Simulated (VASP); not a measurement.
# GaSb (Immm) in VASP: a series of runs

GaSb is run at these levels: LDA; tasks: single point.

Everything below comes from runs of VASP 6.6.1. Logs are shortened: lines on timing, memory, paths and dates and some standing lists are left out, and cuts for length are marked.

## 1. The cell of the first run

The structure is orthorhombic, space group Immm (No. 71). The conventional cell has a = 3.278 Å, b = 4.811 Å, c = 5.608 Å, α = 90.00°, β = 90.00°, γ = 90.00°. Within 3.7 Å of Ga (site symmetry mmm) lie 6 Sb at 2.80 to 2.91 Å and 2 Ga at 3.28 Å. Sb (site symmetry mmm) has 6 Ga at 2.80 to 2.91 Å and 2 Sb at 3.28 Å within 3.7 Å.

## 2. Single point, LDA

The input, INCAR:

```
PREC = Accurate ; ENCUT = 520
EDIFF = 1E-6 ; ISMEAR = 0
SIGMA = 0.15 ; LREAL = F
LASPH = T ; NELM = 100
ALGO = Normal ; ISIF = 2
LWAVE = F ; LCHARG = F
GGA = CA ; NBANDS = 16
```

The input, KPOINTS:

```
Automatic mesh
0
Gamma
  16 16 16
```

The input, POSCAR:

```
GaSb
1.0
   -1.6389533483      2.4053193276      2.8041297762
    1.6389533483     -2.4053193276      2.8041297762
    1.6389533483      2.4053193276     -2.8041297762
Ga Sb
1 1
Direct
    0.0000000000      0.0000000000      0.0000000000
    0.5000000000      0.5000000000      0.0000000000
```

Potentials or basis: VASP PAW LDA potentials, release 64 (Ga_d, Sb).

The run is started by

```bash
> cat potpaw_LDA.64/Ga_d/POTCAR potpaw_LDA.64/Sb/POTCAR > POTCAR
> mpirun -np 1 vasp_std > vasp.out
```

OUTCAR:

```text
PREC = Accurate
   ENCUT = 520
   EDIFF = 1E-6
   ISMEAR = 0
   LREAL = F
   LASPH = T
   NELM = 100
   ISIF = 2
   GGA = CA

 ion  position               nearest neighbor table
   1  0.000  0.000  0.000-   2 2.80   2 2.80   2 2.91   2 2.91   2 2.91   2 2.91
   2  0.500  0.500  0.000-   1 2.80   1 2.80   1 2.91   1 2.91   1 2.91   1 2.91

  LATTYP: Found a body centered orthorhombic cell.
 ALAT       =     3.2779066966
 B/A-ratio  =     1.4675947489
 C/A-ratio  =     1.7109271470

  Lattice vectors:

 A1 = (  -1.6389533483,   2.4053193276,   2.8041297762)
 A2 = (   1.6389533483,  -2.4053193276,   2.8041297762)
 A3 = (   1.6389533483,   2.4053193276,  -2.8041297762)

Analysis of symmetry for initial positions (statically):
=====================================================================
 Subroutine PRICEL returns:
 Original cell was already a primitive cell.

 Routine SETGRP: Setting up the symmetry group for a
 body centered orthorhombic supercell.

 Subroutine GETGRP returns: Found  8 space group operations
 (whereof  8 operations were pure point group operations)
 out of a pool of  8 trial point group operations.

The static configuration has the point symmetry D_2h.

Analysis of symmetry for dynamics (positions and initial velocities):
=====================================================================
 Subroutine PRICEL returns:
 Original cell was already a primitive cell.

 Routine SETGRP: Setting up the symmetry group for a
 body centered orthorhombic supercell.

 Subroutine GETGRP returns: Found  8 space group operations
 (whereof  8 operations were pure point group operations)
 out of a pool of  8 trial point group operations.

The dynamic configuration has the point symmetry D_2h.

 Subroutine INISYM returns: Found  8 space group operations
 (whereof  8 operations are pure point group operations),
 and found     1 'primitive' translations

----------------------------------------------------------------------------------------

                                     Primitive cell

  volume of cell :      44.2178

  direct lattice vectors                    reciprocal lattice vectors
    -1.638953348  2.405319328  2.804129776     0.000000000  0.207872607  0.178308438
     1.638953348 -2.405319328  2.804129776     0.305072747  0.000000000  0.178308438
     1.638953348  2.405319328 -2.804129776     0.305072747  0.207872607  0.000000000

  length of vectors
     4.041642358  4.041642358  4.041642358     0.273870261  0.353359986  0.369161756

  position of ions in fractional coordinates (direct lattice)
     0.000000000  0.000000000  0.000000000
     0.500000000  0.500000000  0.000000000

  ion indices of the primitive-cell ions
   primitive index   ion index
                 1           1
                 2           2

----------------------------------------------------------------------------------------

 KPOINTS: Automatic mesh

Automatic generation of k-mesh.
 Grid dimensions read from file:
 generate k-points for:   16   16   16

 Generating k-lattice:

  Cartesian coordinates                     Fractional coordinates (reciprocal lattice)
     0.000000000  0.012992038  0.011144277     0.062500000  0.000000000 -0.000000000
     0.019067047  0.000000000  0.011144277     0.000000000  0.062500000  0.000000000
     0.019067047  0.012992038  0.000000000    -0.000000000  0.000000000  0.062500000

  Length of vectors
     0.017116891  0.022084999  0.023072610

  Shift w.r.t. Gamma in fractional coordinates (k-lattice)
     0.000000000  0.000000000  0.000000000

 Subroutine IBZKPT returns following result:
 ===========================================

 Found    621 irreducible k-points:

 Following reciprocal coordinates:
            Coordinates               Weight
  0.000000  0.000000  0.000000      1.000000
  0.062500  0.000000 -0.000000      4.000000
  0.125000  0.000000 -0.000000      4.000000
  0.187500  0.000000 -0.000000      4.000000
  0.250000  0.000000 -0.000000      4.000000
  0.312500  0.000000  0.000000      4.000000
[... 16 lines left out ...]
 -0.187500  0.062500  0.000000      8.000000
 -0.125000  0.062500  0.000000      8.000000
 [... further k-points ...]
   k-points           NKPTS =    621   k-points in BZ     NKDIM =    621   number of bands    NBANDS=     16
   number of dos      NEDOS =    301   number of ions     NIONS =      2
   total plane-waves  NPLWV =  27000
   dimension x,y,z NGX =    30 NGY =   30 NGZ =   30
   dimension x,y,z NGXF=    60 NGYF=   60 NGZF=   60
   ions per type =               1   1
   NGX,Y,Z   is equivalent  to a cutoff of  12.34, 12.34, 12.34 a.u.
   NGXF,Y,Z  is equivalent  to a cutoff of  24.68, 24.68, 24.68 a.u.
 SYSTEM =  unknown system
   PREC   = accura    normal or accurate (medium, high low for compatibility)
   ISTART =      0    job   : 0-new  1-cont  2-samecut
   ICHARG =      2    charge: 1-file 2-atom 10-const
   ISPIN  =      1    spin polarized calculation?
   LNONCOLLINEAR =      F non collinear calculations
   LSORBIT =      F    spin-orbit coupling
   LASPH  =      T    aspherical Exc in radial PAW
   ENCUT  =  520.0 eV  38.22 Ry    6.18 a.u.   7.51  7.51  7.51*2*pi/ulx,y,z
   NELM   =    100;   NELMIN=  2; NELMDL= -5     # of ELM steps
   EDIFF  = 0.1E-05   stopping-criterion for ELM
   LREAL  =      F    real-space projection
   EDIFFG = 0.1E-04   stopping-criterion for IOM
   NSW    =      0    number of steps for IOM
   IBRION =     -1    ionic relax: 0-MD 1-quasi-New 2-CG
   NFREE  =      0    steps in history (QN), initial steepest desc. (CG)
   ISIF   =      2    stress and relaxation
   ISYM   =      2    0-nonsym 1-usesym 2-fastsym
   POTIM  = 0.5000    time-step for ionic-motion
   TEBEG  =    0.0;   TEEND  =   0.0 temperature during run
   PSTRESS=    0.0 pullay stress
   NELECT =      18.0000    total number of electrons
   NUPDOWN=      -1.0000    fix difference up-down
   EMIN   =  10.00;   EMAX   =-10.00  energy-range for DOS
   EFERMI =   0.00;   METHOD = LEGACY
   ISMEAR =     0;   SIGMA  =   0.15  broadening in eV -4-tet -1-fermi 0-gaus
   EFERMI_NEDOS =   21; number of points for ismear=-14 and -15
   IALGO  =     38    algorithm
   IMIX   =      4    mixing-type and parameters
     AMIX     =   0.40;   BMIX     =  1.00
     AMIX_MAG =   1.60;   BMIX_MAG =  1.00
  volume/ion in A,a.u.               =      22.11       149.20
  Fermi-wavevector in a.u.,A,eV,Ry     =   1.213295  2.292796 20.028940  1.472086
  Thomas-Fermi vector in A             =   2.348752
   LORBIT       =      0    0 simple, 1 ext, 2 COOP (PROOUT), +10 PAW based schemes
   GGA     = CA    functional components
   LHFCALC =     F    Hartree Fock is set to
   AEXX    =    0.0000 exact exchange contribution
   IVDW    =     0    specifies the selected vdW correction
   LEPSILON=     F    determine dielectric tensor
   LRPA    =     F    only Hartree local field effects (RPA)
 non-spin polarized calculation
 Gauss-broadening in eV      SIGMA  =   0.15
  energy-cutoff  :      520.00
  volume of cell :       44.22
 maximum number of plane-waves:      1204
   NGX = 15   NGY = 15   NGZ = 15

 number of electron      17.9999992 magnetization

 Free energy of the ion-electron system (eV)
  ---------------------------------------------------
  ext. energy  EPLUGINS =         0.00000000
  ---------------------------------------------------
  free energy    TOTEN  =        -8.36729760 eV

  energy without entropy =       -8.35746457  energy(sigma->0) =       -8.36238108

 E-fermi :   7.3661     XC(G=0): -10.8567

 val. band max:        7.3640733064   @ k =  -0.3125  -0.1875   0.1250
 cond. band min:       7.3706100560   @ k =  -0.3125   0.3125   0.1875
 fundamental gap:      0.0065367495
 Fermi energy:         7.3661225823

 k-point     1 :       0.0000    0.0000    0.0000
  band No.  band energies     occupation
      1      -7.7127      2.00000
      2      -7.6524      2.00000
      3      -7.6508      2.00000
      4      -7.6489      2.00000
      5      -7.6128      2.00000
      6      -5.1977      2.00000
[... 8 lines left out ...]
     15      16.1560      0.00000
     16      16.9407      0.00000

 k-point     2 :       0.0625    0.0000   -0.0000
  band No.  band energies     occupation
      1      -7.7125      2.00000
      2      -7.6525      2.00000
      3      -7.6519      2.00000
      4      -7.6483      2.00000
      5      -7.6126      2.00000
      6      -5.1567      2.00000
[... 8 lines left out ...]
     15      16.0881      0.00000
     16      17.2213      0.00000

 k-point     3 :       0.1250    0.0000   -0.0000
  band No.  band energies     occupation
      1      -7.7120      2.00000
      2      -7.6548      2.00000
      3      -7.6528      2.00000
      4      -7.6466      2.00000
      5      -7.6120      2.00000
      6      -5.0340      2.00000
[... 8 lines left out ...]
     15      15.8420      0.00000
     16      17.7891      0.00000

 k-point     4 :       0.1875    0.0000   -0.0000
  band No.  band energies     occupation
      1      -7.7114      2.00000
      2      -7.6591      2.00000
      3      -7.6533      2.00000
      4      -7.6441      2.00000
      5      -7.6111      2.00000
      6      -4.8315      2.00000
[... 8 lines left out ...]
     15      15.5949      0.00000
     16      18.2235      0.00000
[... 324 lines left out ...]
 k-point    22 :      -0.2500    0.0625    0.0000
  band No.  band energies     occupation
      1      -7.7078      2.00000
      2      -7.6617      2.00000
      3      -7.6561      2.00000
      4      -7.6421      2.00000
      5      -7.6118      2.00000
      6      -4.6142      2.00000
[... 8 lines left out ...]
     15      16.2320      0.00000
     16      17.3435      0.00000

 k-point    23 :      -0.1875    0.0625    0.0000
  band No.  band energies     occupation
      1      -7.7081      2.00000
      2      -7.6583      2.00000
      3      -7.6543      2.00000
      4      -7.6448      2.00000
      5      -7.6129      2.00000
      6      -4.8615      2.00000
[... 8 lines left out ...]
     15      16.2483      0.00000
     16      16.9720      0.00000

 k-point    24 :      -0.1250    0.0625    0.0000
  band No.  band energies     occupation
      1      -7.7086      2.00000
      2      -7.6563      2.00000
      3      -7.6522      2.00000
      4      -7.6469      2.00000
      5      -7.6138      2.00000
      6      -5.0310      2.00000
[... 8 lines left out ...]
     15      16.1196      0.00000
     16      16.7922      0.00000

 [... further k-points ...]

------------------------ aborting loop because EDIFF is reached ----------------------------------------

  FORCE on cell =-STRESS in cart. coord.  units (eV):
  Direction    XX          YY          ZZ          XY          YZ          ZX
  --------------------------------------------------------------------------------------
  -------------------------------------------------------------------------------------
  Total       -0.0246042      0.3490057      0.0020509      0.0000000      0.0000000      0.0000000
  in kB       -0.8915025     12.6457809      0.0743107      0.0000000      0.0000000      0.0000000
  external PRESSURE =       3.9428630 kB  Pullay stress =       0.0000000 kB

 VOLUME and BASIS-vectors are now :
 -----------------------------------------------------------------------------
  energy-cutoff  :      520.00
  volume of cell :       44.22
      direct lattice vectors                 reciprocal lattice vectors
    -1.638953348  2.405319328  2.804129776     0.000000000  0.207872607  0.178308438
     1.638953348 -2.405319328  2.804129776     0.305072747  0.000000000  0.178308438
     1.638953348  2.405319328 -2.804129776     0.305072747  0.207872607  0.000000000

 POSITION                                       TOTAL-FORCE (eV/Angst)
 -----------------------------------------------------------------------------------
      0.00000      0.00000      0.00000        -0.000000     -0.000000      0.000000
      0.00000      0.00000      2.80413         0.000000      0.000000     -0.000000
 -----------------------------------------------------------------------------------
    total drift:                                0.000000      0.000000      0.000000

  FREE ENERGIE OF THE ION-ELECTRON SYSTEM (eV)
  ---------------------------------------------------
  free  energy   TOTEN  =        -8.3672975962 eV

  energy  without entropy=       -8.3574645702  energy(sigma->0) =       -8.36238108
```

Wall time 2.4 min (1 thread of Intel Xeon 6975P-C (Granite Rapids), shared host); peak memory 0.52 GiB.

What came out:

```
Free energy            : -8.3673 eV
Pressure               : 0.4 GPa
Band gap on the k mesh : zero (bands 9 and 10 overlap by 6.15 eV)
```

Caveat: the cell differs from its parent crystal (strain +e along x and -e along y +0.0400, strain +e along z and -e/2 along x and y +0.0000); spin-orbit coupling is left out, which moves the levels of the heavy elements.

## 3. Single point, LDA

The input, INCAR:

```
ALGO = Normal
EDIFF = 1E-7
ENCUT = 520
ISIF = 2
ISMEAR = 0
LASPH = True
LCHARG = False
LREAL = False
LWAVE = False
NBANDS = 16
NELM = 80
PREC = Accurate
SIGMA = 0.15
```

The input, KPOINTS:

```
k-points
0
Gamma
  16 16 16
```

The input, POSCAR:

```
GaSb
1.0
   -1.5128800139      2.6057626048      2.8041297762
    1.5128800139     -2.6057626048      2.8041297762
    1.5128800139      2.6057626048     -2.8041297762
Ga Sb
1 1
Direct
    0.0000000000      0.0000000000      0.0000000000
    0.5000000000      0.5000000000      0.0000000000
```

Potentials or basis: VASP PAW LDA potentials, release 64 (Ga_d, Sb).

The run is started by

```bash
> cat potpaw_LDA.64/Ga_d/POTCAR potpaw_LDA.64/Sb/POTCAR > POTCAR
> mpirun -np 1 vasp_std > vasp.out
```

It took 2 min on 1 thread of Intel Xeon 6975P-C (Granite Rapids), shared host; peak memory 0.53 GiB.

Results (log left out):

```yaml
Free_energy: -8.3636 eV
Pressure: 0.4 GPa
Band_gap_on_the_k_mesh: zero (bands 9 and 10 overlap by 5.10 eV)
```

Stress tensor (GPa, compression positive):
```
 2.06  0.00  0.00
 0.00 -0.80  0.00
 0.00  0.00  0.03
```

Levels at points of the mesh, in eV from the Fermi level:
```tsv
k point	band 6	band 7	band 8	band 9	band 10	band 11	band 12	band 13
(0.00, 0.00, 0.00)	-12.64	-3.08	-2.39	-1.97	3.24	5.83	6.49	7.92
(0.50, 0.00, 0.00)	-11.06	-8.61	-0.24	1.44	2.22	2.63	5.18	7.28
(0.00, 0.50, 0.00)	-8.26	-6.44	-2.17	-0.62	-0.37	0.93	3.20	3.89
(0.50, 0.50, 0.00)	-8.21	-5.55	-2.90	-2.31	-1.96	3.19	3.91	6.83
(0.50, 0.50, 0.50)	-9.81	-6.25	-5.62	-5.31	3.42	7.29	10.33	11.07
```

Caveat: the cell differs from its parent crystal (strain +e along x and -e along y -0.0400, strain +e along z and -e/2 along x and y +0.0000); spin-orbit coupling is left out, which moves the levels of the heavy elements.

(Continued in part 2 of 2.)
